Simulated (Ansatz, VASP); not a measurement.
**Two plane-wave programs on LaAl3N2**

```
La Al N
1.0
     3.14473    0.00000    0.00000
    -1.57237    2.72342    0.00000
     0.00000    0.00000   10.56984
La Al N
1 3 2
Cartesian
  0.0000 0.0000 10.3295
  1.5724 0.9078 2.5187
  0.0000 0.0000 5.0869
  0.0000 1.8156 7.5301
  1.5724 0.9078 4.4105
  0.0000 1.8156 1.8339
```

Alike in both runs: functional PBE; k mesh 12 × 12 × 4; occupations gaussian, width 0.1 eV; no spin polarisation.

Ansatz relaxed the structure, and its values are those at the end. VASP's run is a single point on that final structure, the one shown.

|  | VASP | Ansatz |
| --- | --- | --- |
| version | VASP 6.6.1 | Ansatz 0.2.0 |
| potentials or method | VASP PAW PBE potentials, release 64 (La, Al, N), cutoff 520 eV | scalar-relativistic, plane waves, PAW |
| valence electrons in the cell | 30 | 30 |

Ansatz gave:

* gap on the k mesh at the Fermi level (eV): none
* pressure (GPa): 0.0

**Question.** Estimate VASP's values.

**Answer.** gap on the k mesh at the Fermi level (eV): none; pressure (GPa): -0.2.

A gap of «none» marks a metal or a gap that the smearing closes.

Neither program's run includes spin-orbit coupling.
